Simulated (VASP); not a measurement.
Input of a VASP 6.6.1 run:

INCAR

```
ALGO = Normal
EDIFF = 1E-6
EDIFFG = -0.04
ENCUT = 600
GGA = PE
IBRION = 2
ISIF = 3
ISMEAR = 0
LASPH = T
LCHARG = F
LREAL = F
LWAVE = F
NELM = 60
NSW = 90
PREC = Accurate
SIGMA = 0.1
```

File KPOINTS:

```
k-points
0
Gamma
  4 4 4
```

File POSCAR:

```
Bi2Te2O
1.0
   -3.1008277400      3.1008277400      4.1029605000
    3.1008277400     -3.1008277400      4.1029605000
    3.1008277400      3.1008277400     -4.1029605000
Bi Te O
2 2 1
Direct
    0.7886931300      0.7886931300      0.0000000000
    0.2113068700      0.2113068700      0.0000000000
    0.5000000000      0.5000000000      0.0000000000
    0.2500000000      0.7500000000      0.5000000000
    0.0000000000      0.0000000000      0.0000000000
```

Potentials or basis: VASP PAW PBE potentials, release 64 (Bi_d, Te, O).

The run is started by

```bash
$ cat potpaw_PBE.64/Bi_d/POTCAR potpaw_PBE.64/Te/POTCAR potpaw_PBE.64/O/POTCAR > POTCAR
$ mpirun -np 1 vasp_std > vasp.out
```

Question: Predict the band gap on the k mesh.

Answer: Zero (bands 24 and 25 overlap by 0.39 eV).

Question: Predict the relaxed volume.

Answer: 39.78 Å³/atom.

Stress tensor (GPa, compression positive):
```
 0.00  0.00  0.00
 0.00  0.00  0.00
 0.00  0.00 -0.14
```

Caveat: the volume moved by over 15 % at a fixed basis, so the end points are rough; spin-orbit coupling is left out, which moves the levels of the heavy elements.
